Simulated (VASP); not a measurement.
# Co (Fm-3m) in VASP: a series of runs

Co is run at these levels: PBEsol; tasks: single point.

Program: VASP 6.6.1. These are calculated values, not measurements. Logs are shortened: lines on timing, memory, paths and dates and some standing lists are left out, and cuts for length are marked.

### Step 1. The cell of the first run

The structure is cubic, space group Fm-3m (No. 225). The conventional cell has a = 3.596 Å, b = 3.596 Å, c = 3.596 Å, α = 90.00°, β = 90.00°, γ = 90.00°. Co (site symmetry m-3m) has 12 Co at 2.54 Å within 3.4 Å.

### Step 2. Single point, PBEsol, collinear spin, ferromagnetic start

Contents of INCAR:

```
ALGO = Normal ; EDIFF = 1E-7
ENCUT = 520 ; GGA = PS
ISIF = 2 ; ISMEAR = -1
ISPIN = 2 ; LASPH = True
LCHARG = True ; LELF = True
LMAXMIX = 4 ; LORBIT = 11
LREAL = False ; LVHAR = True
LWAVE = False ; MAGMOM = 0.09 0.09
NBANDS = 20 ; NELM = 150
PREC = Accurate ; SIGMA = 0.1
```

Contents of KPOINTS:

```
k-points
0
Gamma
  12 12 6
```

Contents of POSCAR:

```
Co
1.0
    0.0000000000      1.7978500000      1.7978500000
    1.7978500000      0.0000000000      1.7978500000
    3.5957000000      3.5957000000      0.0000000000
Co
2
Direct
    0.0000000000      0.0000000000      0.0000000000
    0.0000000000      0.0000000000      0.5000000000
```

Potentials or basis: VASP PAW PBE potentials, release 64 (Co).

The run is started by

```console
cat potpaw_PBE.64/Co/POTCAR > POTCAR
mpirun -np 1 vasp_std > vasp.out
```

OUTCAR:

```text
EDIFF = 1E-7
   ENCUT = 520
   GGA = PS
   ISIF = 2
   ISMEAR = -1
   ISPIN = 2
   LASPH = True
   LORBIT = 11
   LREAL = False
   NELM = 150
   PREC = Accurate

 ion  position               nearest neighbor table
   1  0.000  0.000  0.000-   2 2.54   2 2.54   2 2.54   2 2.54   2 2.54   2 2.54
   2  0.000  0.000  0.500-   1 2.54   1 2.54   1 2.54   1 2.54   1 2.54   1 2.54

  LATTYP: Found a trigonal (rhomboedric) cell.
 ALAT       =     4.4038151341
 COS(alpha) =     0.8333333333

  Lattice vectors:

 A1 = (   3.5957000000,   1.7978500000,  -1.7978500000)
 A2 = (   1.7978500000,   1.7978500000,  -3.5957000000)
 A3 = (   1.7978500000,   3.5957000000,  -1.7978500000)

Analysis of symmetry for initial positions (statically):
=====================================================================
 Subroutine PRICEL returns following result:

  LATTYP: Found a face centered cubic cell.
 ALAT       =     3.5957000000
[... 12 lines left out ...]
 Subroutine GETGRP returns: Found 12 space group operations
 (whereof 12 operations were pure point group operations)
 out of a pool of 12 trial point group operations.

The static configuration has the point symmetry D_3d.

Analysis of symmetry for dynamics (positions and initial velocities):
=====================================================================
 Subroutine PRICEL returns following result:

  LATTYP: Found a face centered cubic cell.
 ALAT       =     3.5957000000
[... 12 lines left out ...]
 Subroutine GETGRP returns: Found 12 space group operations
 (whereof 12 operations were pure point group operations)
 out of a pool of 12 trial point group operations.

The dynamic configuration has the point symmetry D_3d.

Analysis of structural, dynamic, and magnetic symmetry:
=====================================================================
 Subroutine PRICEL returns following result:

  LATTYP: Found a face centered cubic cell.
 ALAT       =     3.5957000000
[... 12 lines left out ...]
 Subroutine GETGRP returns: Found 12 space group operations
 (whereof 12 operations were pure point group operations)
 out of a pool of 12 trial point group operations.

The overall configuration has the point symmetry D_3d.

 Subroutine INISYM returns: Found 12 space group operations
 (whereof 12 operations are pure point group operations),
 and found     2 'primitive' translations

----------------------------------------------------------------------------------------

                                     Primitive cell

  volume of cell :      11.6223

  direct lattice vectors                    reciprocal lattice vectors
     0.000000000  1.797850000  1.797850000    -0.278109965  0.278109965  0.278109965
     1.797850000  0.000000000  1.797850000     0.278109965 -0.278109965  0.278109965
     1.797850000  1.797850000  0.000000000     0.278109965  0.278109965 -0.278109965

  length of vectors
     2.542543853  2.542543853  2.542543853     0.481700589  0.481700589  0.481700589

  position of ions in fractional coordinates (direct lattice)
     0.000000000  0.000000000  0.000000000

  ion indices of the primitive-cell ions
   primitive index   ion index
                 1           1

----------------------------------------------------------------------------------------

 KPOINTS: k-points

Automatic generation of k-mesh.
 Grid dimensions read from file:
 generate k-points for:   12   12    6

 Generating k-lattice:

  Cartesian coordinates                     Fractional coordinates (reciprocal lattice)
    -0.023175830  0.023175830  0.023175830     0.083333333  0.000000000  0.000000000
     0.023175830 -0.023175830  0.023175830     0.000000000  0.083333333  0.000000000
     0.023175830  0.023175830 -0.023175830     0.000000000  0.000000000  0.166666667

  Length of vectors
     0.040141716  0.040141716  0.040141716

  Shift w.r.t. Gamma in fractional coordinates (k-lattice)
     0.000000000  0.000000000  0.000000000

 -----------------------------------------------------------------------------
|                                                                             |
|           W    W    AA    RRRRR   N    N  II  N    N   GGGG   !!!           |
[... 12 lines left out ...]
|     Results are often still useful ...                                      |
|                                                                             |
 -----------------------------------------------------------------------------

 Subroutine IBZKPT returns following result:
 ===========================================

 Found     98 irreducible k-points:

 Following reciprocal coordinates:
            Coordinates               Weight
  0.000000  0.000000  0.000000      1.000000
  0.083333  0.000000  0.000000      6.000000
  0.166667  0.000000  0.000000      6.000000
  0.250000  0.000000  0.000000      6.000000
  0.333333  0.000000  0.000000      6.000000
  0.416667  0.000000  0.000000      6.000000
[... 16 lines left out ...]
  0.500000  0.166667  0.000000     12.000000
 -0.416667  0.166667  0.000000     12.000000
 [... further k-points ...]
   k-points           NKPTS =     98   k-points in BZ     NKDIM =     98   number of bands    NBANDS=     20
   number of dos      NEDOS =    301   number of ions     NIONS =      2
   total plane-waves  NPLWV =  16000
   dimension x,y,z NGX =    20 NGY =   20 NGZ =   40
   dimension x,y,z NGXF=    40 NGYF=   40 NGZF=   80
   ions per type =               2
   NGX,Y,Z   is equivalent  to a cutoff of  13.08, 13.08, 13.08 a.u.
   NGXF,Y,Z  is equivalent  to a cutoff of  26.15, 26.15, 26.15 a.u.
 SYSTEM =  unknown system
   PREC   = accura    normal or accurate (medium, high low for compatibility)
   ISTART =      0    job   : 0-new  1-cont  2-samecut
   ICHARG =      2    charge: 1-file 2-atom 10-const
   ISPIN  =      2    spin polarized calculation?
   LNONCOLLINEAR =      F non collinear calculations
   LSORBIT =      F    spin-orbit coupling
   LASPH  =      T    aspherical Exc in radial PAW
   ENCUT  =  520.0 eV  38.22 Ry    6.18 a.u.   4.73  4.73  9.45*2*pi/ulx,y,z
   NELM   =    150;   NELMIN=  2; NELMDL= -5     # of ELM steps
   EDIFF  = 0.1E-06   stopping-criterion for ELM
   LREAL  =      F    real-space projection
   EDIFFG = 0.1E-05   stopping-criterion for IOM
   NSW    =      0    number of steps for IOM
   IBRION =     -1    ionic relax: 0-MD 1-quasi-New 2-CG
   NFREE  =      0    steps in history (QN), initial steepest desc. (CG)
   ISIF   =      2    stress and relaxation
   ISYM   =      2    0-nonsym 1-usesym 2-fastsym
   POTIM  = 0.5000    time-step for ionic-motion
   TEBEG  =    0.0;   TEEND  =   0.0 temperature during run
   PSTRESS=    0.0 pullay stress
   NELECT =      18.0000    total number of electrons
   NUPDOWN=      -1.0000    fix difference up-down
   EMIN   =  10.00;   EMAX   =-10.00  energy-range for DOS
   EFERMI =   0.00;   METHOD = LEGACY
   ISMEAR =    -1;   SIGMA  =   0.10  broadening in eV -4-tet -1-fermi 0-gaus
   EFERMI_NEDOS =   21; number of points for ismear=-14 and -15
   IALGO  =     38    algorithm
   IMIX   =      4    mixing-type and parameters
     AMIX     =   0.40;   BMIX     =  1.00
     AMIX_MAG =   1.60;   BMIX_MAG =  1.00
  volume/ion in A,a.u.               =      11.62        78.43
  Fermi-wavevector in a.u.,A,eV,Ry     =   1.503346  2.840912 30.749827  2.260049
  Thomas-Fermi vector in A             =   2.614468
   LORBIT       =     11    0 simple, 1 ext, 2 COOP (PROOUT), +10 PAW based schemes
   GGA     = PS    functional components
   LHFCALC =     F    Hartree Fock is set to
   AEXX    =    0.0000 exact exchange contribution
   IVDW    =     0    specifies the selected vdW correction
   LEPSILON=     F    determine dielectric tensor
   LRPA    =     F    only Hartree local field effects (RPA)
 spin polarized calculation
  energy-cutoff  :      520.00
  volume of cell :       23.24
 maximum number of plane-waves:       644
   NGX =  9   NGY =  9   NGZ = 19

 number of electron      18.0000010 magnetization      -0.0006668

 number of electron      18.0000010 magnetization       0.0007606

 Free energy of the ion-electron system (eV)
  ---------------------------------------------------
  ext. energy  EPLUGINS =         0.00000000
  ---------------------------------------------------
  free energy    TOTEN  =       -14.84333803 eV

  energy without entropy =      -14.66049541  energy(sigma->0) =      -14.75191672

 E-fermi :   8.9190     XC(G=0): -13.1942

 val. band max:        8.9094590460   @ k =   0.4167   0.0000   0.1667
 cond. band min:       8.9246505974   @ k =   0.3333   0.0833   0.0000
 fundamental gap:      0.0151915513
 Fermi energy:         8.9190121638

 spin component 1

 k-point     1 :       0.0000    0.0000    0.0000
  band No.  band energies     occupation
      1       0.5733      1.00000
      2       4.7281      1.00000
      3       7.2733      1.00000
      4       7.2733      1.00000
      5       7.3142      1.00000
      6       7.3142      1.00000
[... 541 lines left out ...]
     19      30.9338      0.00000
     20      31.4141      0.00000

 [... further k-points ...]

 spin component 2

 k-point     1 :       0.0000    0.0000    0.0000
  band No.  band energies     occupation
      1       0.5733      1.00000
      2       4.7284      1.00000
      3       7.2738      1.00000
      4       7.2738      1.00000
      5       7.3146      1.00000
      6       7.3146      1.00000
[... 541 lines left out ...]
     19      30.9338      0.00000
     20      31.4142      0.00000

 [... further k-points ...]
[... 5 lines left out ...]
  --------------------------------------------------------------------------------------
  -------------------------------------------------------------------------------------
  Total       -4.5358497     -4.5358497     -4.5358497     -0.0000030      0.0000030      0.0000030
  in kB     -312.6431226   -312.6431226   -312.6431226     -0.0002068      0.0002068      0.0002068
  external PRESSURE =    -312.6431226 kB  Pullay stress =       0.0000000 kB

 VOLUME and BASIS-vectors are now :
 -----------------------------------------------------------------------------
  energy-cutoff  :      520.00
  volume of cell :       23.24
      direct lattice vectors                 reciprocal lattice vectors
     0.000000000  1.797850000  1.797850000    -0.278109965  0.278109965  0.278109965
     1.797850000  0.000000000  1.797850000     0.278109965 -0.278109965  0.278109965
     3.595700000  3.595700000  0.000000000     0.139054982  0.139054982 -0.139054982

 POSITION                                       TOTAL-FORCE (eV/Angst)
 -----------------------------------------------------------------------------------
      0.00000      0.00000      0.00000        -0.000000      0.000000     -0.000000
      1.79785      1.79785      0.00000         0.000000      0.000000      0.000000
 -----------------------------------------------------------------------------------
    total drift:                               -0.000000     -0.000000     -0.000000

  FREE ENERGIE OF THE ION-ELECTRON SYSTEM (eV)
  ---------------------------------------------------
  free  energy   TOTEN  =       -14.8433380284 eV

  energy  without entropy=      -14.6604954079  energy(sigma->0) =      -14.75191672

 total charge

# of ion       s       p       d       tot
------------------------------------------
    1        0.456   0.458   7.231   8.145
    2        0.456   0.458   7.231   8.145
--------------------------------------------------
tot          0.911   0.916  14.463  16.290

 magnetization (x)

# of ion       s       p       d       tot
------------------------------------------
    1       -0.000  -0.000   0.001   0.001
    2       -0.000  -0.000   0.001   0.001
--------------------------------------------------
tot         -0.000  -0.000   0.001   0.001
```

Wall time 1.7 min (1 thread of AMD EPYC 7R43 (Zen 3), shared host); peak memory 0.16 GiB.

What came out:

- Free energy: -14.8433 eV
- Pressure: -31.3 GPa
- Band gap on the k mesh: zero (filled and empty bands overlap)
- Net moment: 0.00 μB per cell
- Valence electrons inside the program's atomic spheres: Co 8.14

Caveat: the PAW data sets were made with another functional, which shifts forces and pressure a little.

[end of part 1 of 2]
